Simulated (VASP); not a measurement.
# Li3TeH (Pm-3m) in VASP: a series of runs

Runs on Li3TeH. Level: r2SCAN. Tasks: single point, relaxation of cell and atoms.

Everything below comes from runs of VASP 6.6.1. Logs are shortened: lines on timing, memory, paths and dates and some standing lists are left out, and cuts for length are marked.

## Step 1: The cell of the first run

Symmetry: Pm-3m, No. 221, cubic system. Conventional cell: a = 4.198 Å, b = 4.198 Å, c = 4.198 Å, α = 90.00°, β = 90.00°, γ = 90.00°. Within 2.8 Å of Li (site symmetry 4/mmm) lie 2 H at 2.10 Å. Te (site symmetry m-3m) has 12 Li at 2.97 Å and 8 H at 3.64 Å within 3.9 Å. H (site symmetry m-3m) has 6 Li at 2.10 Å within 2.8 Å.

## Step 2: Single point, r2SCAN

Contents of POSCAR:

```
Li3TeH
1.0
    4.1981384147      0.0000000000      0.0000000000
    0.0000000000      4.1981384147      0.0000000000
    0.0000000000      0.0000000000      4.1981384147
Li Te H
3 1 1
Direct
    0.5000000000      0.0000000000      0.5000000000
    0.0000000000      0.5000000000      0.5000000000
    0.5000000000      0.5000000000      0.0000000000
    0.0000000000      0.0000000000      0.0000000000
    0.5000000000      0.5000000000      0.5000000000
```

Contents of INCAR.step1:

```
  PREC = Accurate
  ENCUT = 520
  ISMEAR = 0
  SIGMA = 0.02
  LREAL = False
  LASPH = True
  NELM = 60
  NBANDS = 16
  GGA = PE
  ALGO = Normal
  EDIFF = 1E-4
  LWAVE = True
  LCHARG = False
```

Contents of INCAR.step2:

```
  PREC = Accurate
  ENCUT = 520
  EDIFF = 1E-6
  ISMEAR = 0
  SIGMA = 0.02
  LREAL = False
  LASPH = True
  NELM = 60
  ALGO = Normal
  ISIF = 2
  LWAVE = False
  LCHARG = False
  METAGGA = R2SCAN
  LMIXTAU = True
  NBANDS = 16
  ISTART = 1
```

Contents of KPOINTS:

```
regular mesh
0
Gamma
  6 6 6
```

Potentials or basis: VASP PAW PBE potentials, release 64 (Li_sv, Te, H).

Started as:

```bash
> cat potpaw_PBE.64/Li_sv/POTCAR potpaw_PBE.64/Te/POTCAR potpaw_PBE.64/H/POTCAR > POTCAR
> cp INCAR.step1 INCAR
> mpirun -np 1 vasp_std > vasp.out
> cp INCAR.step2 INCAR
> mpirun -np 1 vasp_std > vasp.out
```

OUTCAR:

```text
PREC = Accurate
   ENCUT = 520
   EDIFF = 1E-6
   ISMEAR = 0
   LREAL = False
   LASPH = True
   NELM = 60
   ISIF = 2
   METAGGA = R2SCAN
   ISTART = 1

 ion  position               nearest neighbor table
   1  0.500  0.000  0.500-   4 2.97   4 2.97   4 2.97   4 2.97
   2  0.000  0.500  0.500-   4 2.97   4 2.97   4 2.97   4 2.97
   3  0.500  0.500  0.000-   4 2.97   4 2.97   4 2.97   4 2.97
   4  0.000  0.000  0.000-   1 2.97   2 2.97   3 2.97   1 2.97   2 2.97   2 2.97   3 2.97   2 2.97
                             1 2.97   3 2.97   1 2.97   3 2.97
   5  0.500  0.500  0.500-

  LATTYP: Found a simple cubic cell.
 ALAT       =     4.1981384147

  Lattice vectors:

 A1 = (   4.1981384147,   0.0000000000,   0.0000000000)
 A2 = (   0.0000000000,   4.1981384147,   0.0000000000)
 A3 = (   0.0000000000,   0.0000000000,   4.1981384147)

Analysis of symmetry for initial positions (statically):
=====================================================================
 Subroutine PRICEL returns:
 Original cell was already a primitive cell.

 Routine SETGRP: Setting up the symmetry group for a
 simple cubic supercell.

 Subroutine GETGRP returns: Found 48 space group operations
 (whereof 48 operations were pure point group operations)
 out of a pool of 48 trial point group operations.

The static configuration has the point symmetry O_h .

Analysis of symmetry for dynamics (positions and initial velocities):
=====================================================================
 Subroutine PRICEL returns:
 Original cell was already a primitive cell.

 Routine SETGRP: Setting up the symmetry group for a
 simple cubic supercell.

 Subroutine GETGRP returns: Found 48 space group operations
 (whereof 48 operations were pure point group operations)
 out of a pool of 48 trial point group operations.

The dynamic configuration has the point symmetry O_h .

 Subroutine INISYM returns: Found 48 space group operations
 (whereof 48 operations are pure point group operations),
 and found     1 'primitive' translations

----------------------------------------------------------------------------------------

                                     Primitive cell

  volume of cell :      73.9895

  direct lattice vectors                    reciprocal lattice vectors
     4.198138415  0.000000000  0.000000000     0.238200817  0.000000000  0.000000000
     0.000000000  4.198138415  0.000000000     0.000000000  0.238200817  0.000000000
     0.000000000  0.000000000  4.198138415     0.000000000  0.000000000  0.238200817

  length of vectors
     4.198138415  4.198138415  4.198138415     0.238200817  0.238200817  0.238200817

  position of ions in fractional coordinates (direct lattice)
     0.500000000  0.000000000  0.500000000
     0.000000000  0.500000000  0.500000000
     0.500000000  0.500000000  0.000000000
     0.000000000  0.000000000  0.000000000
     0.500000000  0.500000000  0.500000000

  ion indices of the primitive-cell ions
   primitive index   ion index
                 1           1
                 2           2
                 3           3
                 4           4
                 5           5

----------------------------------------------------------------------------------------

 KPOINTS: regular mesh

Automatic generation of k-mesh.
 Grid dimensions read from file:
 generate k-points for:    6    6    6

 Generating k-lattice:

  Cartesian coordinates                     Fractional coordinates (reciprocal lattice)
     0.039700136  0.000000000  0.000000000     0.166666667  0.000000000  0.000000000
     0.000000000  0.039700136  0.000000000     0.000000000  0.166666667  0.000000000
     0.000000000  0.000000000  0.039700136     0.000000000  0.000000000  0.166666667

  Length of vectors
     0.039700136  0.039700136  0.039700136

  Shift w.r.t. Gamma in fractional coordinates (k-lattice)
     0.000000000  0.000000000  0.000000000

 Subroutine IBZKPT returns following result:
 ===========================================

 Found     20 irreducible k-points:

 Following reciprocal coordinates:
            Coordinates               Weight
  0.000000  0.000000  0.000000      1.000000
  0.166667  0.000000  0.000000      6.000000
  0.333333  0.000000  0.000000      6.000000
  0.500000  0.000000  0.000000      3.000000
  0.166667  0.166667  0.000000     12.000000
  0.333333  0.166667  0.000000     24.000000
[... 12 lines left out ...]
  0.500000  0.500000  0.333333      6.000000
  0.500000  0.500000  0.500000      1.000000
   k-points           NKPTS =     20   k-points in BZ     NKDIM =     20   number of bands    NBANDS=     16
   number of dos      NEDOS =    301   number of ions     NIONS =      5
   total plane-waves  NPLWV =  32768
   dimension x,y,z NGX =    32 NGY =   32 NGZ =   32
   dimension x,y,z NGXF=    64 NGYF=   64 NGZF=   64
   ions per type =               3   1   1
   NGX,Y,Z   is equivalent  to a cutoff of  12.67, 12.67, 12.67 a.u.
   NGXF,Y,Z  is equivalent  to a cutoff of  25.34, 25.34, 25.34 a.u.
 SYSTEM =  unknown system
   PREC   = accura    normal or accurate (medium, high low for compatibility)
   ISTART =      1    job   : 0-new  1-cont  2-samecut
   ICHARG =      0    charge: 1-file 2-atom 10-const
   ISPIN  =      1    spin polarized calculation?
   LNONCOLLINEAR =      F non collinear calculations
   LSORBIT =      F    spin-orbit coupling
   LASPH  =      T    aspherical Exc in radial PAW
   ENCUT  =  520.0 eV  38.22 Ry    6.18 a.u.   7.81  7.81  7.81*2*pi/ulx,y,z
   NELM   =     60;   NELMIN=  2; NELMDL=  0     # of ELM steps
   EDIFF  = 0.1E-05   stopping-criterion for ELM
   LREAL  =      F    real-space projection
   EDIFFG = 0.1E-04   stopping-criterion for IOM
   NSW    =      0    number of steps for IOM
   IBRION =     -1    ionic relax: 0-MD 1-quasi-New 2-CG
   NFREE  =      0    steps in history (QN), initial steepest desc. (CG)
   ISIF   =      2    stress and relaxation
   ISYM   =      2    0-nonsym 1-usesym 2-fastsym
   POTIM  = 0.5000    time-step for ionic-motion
   TEBEG  =    0.0;   TEEND  =   0.0 temperature during run
   PSTRESS=    0.0 pullay stress
   NELECT =      16.0000    total number of electrons
   NUPDOWN=      -1.0000    fix difference up-down
   EMIN   =  10.00;   EMAX   =-10.00  energy-range for DOS
   EFERMI =   0.00;   METHOD = LEGACY
   ISMEAR =     0;   SIGMA  =   0.02  broadening in eV -4-tet -1-fermi 0-gaus
   EFERMI_NEDOS =   21; number of points for ismear=-14 and -15
   IALGO  =     38    algorithm
   IMIX   =      4    mixing-type and parameters
     AMIX     =   0.40;   BMIX     =  1.00
     AMIX_MAG =   1.60;   BMIX_MAG =  1.00
  volume/ion in A,a.u.               =      14.80        99.86
  Fermi-wavevector in a.u.,A,eV,Ry     =   0.982633  1.856907 13.137349  0.965568
  Thomas-Fermi vector in A             =   2.113730
   LORBIT       =      0    0 simple, 1 ext, 2 COOP (PROOUT), +10 PAW based schemes
   METAGGA = R2SCAN    functional components
   LHFCALC =     F    Hartree Fock is set to
   AEXX    =    0.0000 exact exchange contribution
   IVDW    =     0    specifies the selected vdW correction
   LEPSILON=     F    determine dielectric tensor
   LRPA    =     F    only Hartree local field effects (RPA)
 non-spin polarized calculation
 Gauss-broadening in eV      SIGMA  =   0.02
  energy-cutoff  :      520.00
  volume of cell :       73.99
 maximum number of plane-waves:      2011
 NGX is ok and might be reduce to    32
   NGX = 15   NGY = 15   NGZ = 15

 number of electron      15.9999969 magnetization

 Free energy of the ion-electron system (eV)
  ---------------------------------------------------
  ext. energy  EPLUGINS =         0.00000000
  ---------------------------------------------------
  free energy    TOTEN  =       -40.50905187 eV

  energy without entropy =      -40.50905187  energy(sigma->0) =      -40.50905187

 E-fermi :   3.3986     XC(G=0):  -9.0990

 val. band max:        3.2024001238   @ k =   0.5000   0.5000   0.0000
 cond. band min:       6.7292284945   @ k =   0.5000   0.5000   0.5000
 fundamental gap:      3.5268283707
 Fermi energy:         3.3985747121

 k-point     1 :       0.0000    0.0000    0.0000
  band No.  band energies     occupation
      1     -44.1925      2.00000
      2     -44.1674      2.00000
      3     -44.1674      2.00000
      4      -7.7800      2.00000
      5       0.3228      2.00000
      6       1.8413      2.00000
[... 8 lines left out ...]
     15      13.0539      0.00000
     16      13.0539      0.00000

 k-point     2 :       0.1667    0.0000    0.0000
  band No.  band energies     occupation
      1     -44.1910      2.00000
      2     -44.1690      2.00000
      3     -44.1676      2.00000
      4      -7.6933      2.00000
      5      -0.2914      2.00000
      6       1.9966      2.00000
[... 8 lines left out ...]
     15      12.2622      0.00000
     16      12.4906      0.00000

 k-point     3 :       0.3333    0.0000    0.0000
  band No.  band energies     occupation
      1     -44.1871      2.00000
      2     -44.1728      2.00000
      3     -44.1675      2.00000
      4      -7.5023      2.00000
      5      -1.2295      2.00000
      6       2.1913      2.00000
[... 8 lines left out ...]
     15      12.6607      0.00000
     16      13.5494      0.00000

 k-point     4 :       0.5000    0.0000    0.0000
  band No.  band energies     occupation
      1     -44.1841      2.00000
      2     -44.1757      2.00000
      3     -44.1675      2.00000
      4      -7.3958      2.00000
      5      -1.6352      2.00000
      6       2.2592      2.00000
[... 8 lines left out ...]
     15      13.7019      0.00000
     16      14.7756      0.00000
[... 248 lines left out ...]
 k-point    18 :       0.5000    0.3333    0.3333
  band No.  band energies     occupation
      1     -44.1776      2.00000
      2     -44.1756      2.00000
      3     -44.1736      2.00000
      4      -6.7974      2.00000
      5      -0.6667      2.00000
      6       0.3616      2.00000
[... 8 lines left out ...]
     15      14.9842      0.00000
     16      15.7264      0.00000

 k-point    19 :       0.5000    0.5000    0.3333
  band No.  band energies     occupation
      1     -44.1755      2.00000
      2     -44.1755      2.00000
      3     -44.1755      2.00000
      4      -6.6758      2.00000
      5      -0.4313      2.00000
      6       0.1196      2.00000
[... 8 lines left out ...]
     15      14.0638      0.00000
     16      16.6153      0.00000

 k-point    20 :       0.5000    0.5000    0.5000
  band No.  band energies     occupation
      1     -44.1755      2.00000
      2     -44.1755      2.00000
      3     -44.1755      2.00000
      4      -6.5478      2.00000
      5      -0.4155      2.00000
      6       0.1858      2.00000
[... 8 lines left out ...]
     15      14.9661      0.00000
     16      17.7280      0.00000

------------------------ aborting loop because EDIFF is reached ----------------------------------------

  FORCE on cell =-STRESS in cart. coord.  units (eV):
  Direction    XX          YY          ZZ          XY          YZ          ZX
  --------------------------------------------------------------------------------------
  -------------------------------------------------------------------------------------
  Total       -0.2721805     -0.2721805     -0.2721805      0.0000000      0.0000000      0.0000000
  in kB       -5.8938273     -5.8938273     -5.8938273      0.0000000      0.0000000      0.0000000
  external PRESSURE =      -5.8938273 kB  Pullay stress =       0.0000000 kB

 VOLUME and BASIS-vectors are now :
 -----------------------------------------------------------------------------
  energy-cutoff  :      520.00
  volume of cell :       73.99
      direct lattice vectors                 reciprocal lattice vectors
     4.198138415  0.000000000  0.000000000     0.238200817  0.000000000  0.000000000
     0.000000000  4.198138415  0.000000000     0.000000000  0.238200817  0.000000000
     0.000000000  0.000000000  4.198138415     0.000000000  0.000000000  0.238200817

 POSITION                                       TOTAL-FORCE (eV/Angst)
 -----------------------------------------------------------------------------------
      2.09907      0.00000      2.09907         0.000000      0.000000      0.000000
      0.00000      2.09907      2.09907         0.000000      0.000000      0.000000
      2.09907      2.09907      0.00000         0.000000      0.000000      0.000000
      0.00000      0.00000      0.00000         0.000000      0.000000      0.000000
      2.09907      2.09907      2.09907         0.000000      0.000000      0.000000
 -----------------------------------------------------------------------------------
    total drift:                                0.000000     -0.000000     -0.000000

  FREE ENERGIE OF THE ION-ELECTRON SYSTEM (eV)
  ---------------------------------------------------
  free  energy   TOTEN  =       -40.5090518741 eV

  energy  without entropy=      -40.5090518741  energy(sigma->0) =      -40.50905187
```

Wall time 64 s (1 thread of Intel Xeon Platinum 8259CL at 2.50GHz (Skylake/Cascade Lake), shared host); peak memory 0.19 GiB.

What came out:

```
Free energy            : -40.5091 eV
Band gap on the k mesh : 3.53 eV, indirect (least direct gap 4.41 eV)
```

Caveat: the cutoff is under 1.25 times the usual one of these potentials, so pressure, stress and relaxed cells hold a basis-set (Pulay) error; the PAW data sets were made with another functional, which shifts forces and pressure a little; spin-orbit coupling is left out, which moves the levels of the heavy elements. A k mesh can miss the band edges.

## Step 3: Relaxation of cell and atoms, r2SCAN

This run uses another cell than the first one, of 14.74 Å³/atom, 0.996 times its volume.

POSCAR, as its differences from that of step 2:

```diff
@@ -2,5 +2,5 @@
 1.0
-    4.1981384147      0.0000000000      0.0000000000
-    0.0000000000      4.1981384147      0.0000000000
-    0.0000000000      0.0000000000      4.1981384147
+    4.1922815372      0.0000000000      0.0000000000
+    0.0000000000      4.1922815372      0.0000000000
+    0.0000000000      0.0000000000      4.1922815372
 Li Te H
```

Contents of INCAR.step1:

```
SYSTEM = Li3TeH
PREC = Accurate
ENCUT = 600
ISMEAR = 0
SIGMA = 0.02
LREAL = .False.
LASPH = .True.
NELM = 80
GGA = PE
ALGO = Normal
EDIFF = 1E-4
LWAVE = .True.
LCHARG = .False.
```

Contents of INCAR.step2:

```
SYSTEM = Li3TeH
PREC = Accurate
ENCUT = 600
EDIFF = 1E-7
ISMEAR = 0
SIGMA = 0.02
LREAL = .False.
LASPH = .True.
NELM = 80
ALGO = Normal
ISIF = 3
LWAVE = .False.
LCHARG = .False.
METAGGA = R2SCAN
LMIXTAU = .True.
IBRION = 2
NSW = 70
EDIFFG = -0.005
ISTART = 1
```

Contents of KPOINTS:

```
regular mesh
0
Gamma
  6 6 6
  0 0 0
```

Potentials or basis: VASP PAW PBE potentials, release 64 (Li_sv, Te, H).

Started as:

```bash
> cat potpaw_PBE.64/Li_sv/POTCAR potpaw_PBE.64/Te/POTCAR potpaw_PBE.64/H/POTCAR > POTCAR
> cp INCAR.step1 INCAR
> mpirun -np 1 vasp_std > vasp.out
> cp INCAR.step2 INCAR
> mpirun -np 1 vasp_std > vasp.out
```

Run time: 3.7 min. Hardware: 1 thread of Intel Xeon Platinum 8259CL at 2.50GHz (Skylake/Cascade Lake), shared host; peak memory 0.24 GiB.

Results (log left out):

```
Free energy                            : -40.5138 eV
Relaxed volume                         : 14.64 Å³/atom
Relaxed cell                           : a = 4.183 Å, b = 4.183 Å, c = 4.183 Å, α = 90.00°, β = 90.00°, γ = 90.00°
Space group after relaxing (to 0.05 Å) : Pm-3m (No. 221)
Energy gained by relaxing              : 0.1 meV/atom
Ionic steps                            : 4
Pressure after relaxing                : -0.1 GPa
Band gap on the k mesh                 : 3.52 eV, indirect (least direct gap 4.42 eV)
```

The path:
| step | energy change (eV) | largest force (eV/Å) | pressure (GPa) | volume (Å³) |
| --- | --- | --- | --- | --- |
| 1 | 0.0000 | 0.0000 | -0.24 | 73.68 |
| 2 | -0.0003 | 0.0000 | -0.14 | 73.45 |
| 3 | -0.0004 | 0.0000 | -0.12 | 73.37 |
| 4 | -0.0005 | 0.0000 | -0.05 | 73.21 |

Final structure:
```cif
data_structure
_symmetry_space_group_name_H-M 'P 1'
_symmetry_Int_Tables_number 1
_cell_length_a 4.1833
_cell_length_b 4.1833
_cell_length_c 4.1833
_cell_angle_alpha 90.000
_cell_angle_beta 90.000
_cell_angle_gamma 90.000
_cell_volume 73.21
loop_
_atom_site_label
_atom_site_type_symbol
_atom_site_fract_x
_atom_site_fract_y
_atom_site_fract_z
_atom_site_occupancy
Li1 Li 0.50000 0.00000 0.50000 1
Li2 Li 0.00000 0.50000 0.50000 1
Li3 Li 0.50000 0.50000 0.00000 1
Te1 Te 0.00000 0.00000 0.00000 1
H1 H 0.50000 0.50000 0.50000 1
```

Levels at points of the mesh, in eV from the valence-band top:
| k point | band 4 | band 5 | band 6 | band 7 | band 8 | band 9 | band 10 | band 11 | band 12 |
| --- | --- | --- | --- | --- | --- | --- | --- | --- | --- |
| (0.00, 0.00, 0.00) | -11.03 | -2.89 | -1.39 | -1.39 | -1.39 | 4.89 | 4.89 | 6.95 | 6.95 |
| (0.50, 0.00, 0.00) | -10.64 | -4.89 | -0.95 | -0.62 | -0.62 | 3.94 | 3.99 | 3.99 | 4.49 |
| (0.50, 0.50, 0.00) | -10.24 | -3.71 | -3.31 | -3.31 | 0.00 | 4.42 | 5.95 | 5.95 | 6.34 |
| (0.50, 0.50, 0.50) | -9.77 | -3.65 | -3.06 | -3.06 | -3.06 | 3.52 | 3.52 | 3.52 | 11.36 |

Caveat: the cutoff is under 1.25 times the usual one of these potentials, so pressure, stress and relaxed cells hold a basis-set (Pulay) error; the PAW data sets were made with another functional, which shifts forces and pressure a little; spin-orbit coupling is left out, which moves the levels of the heavy elements.
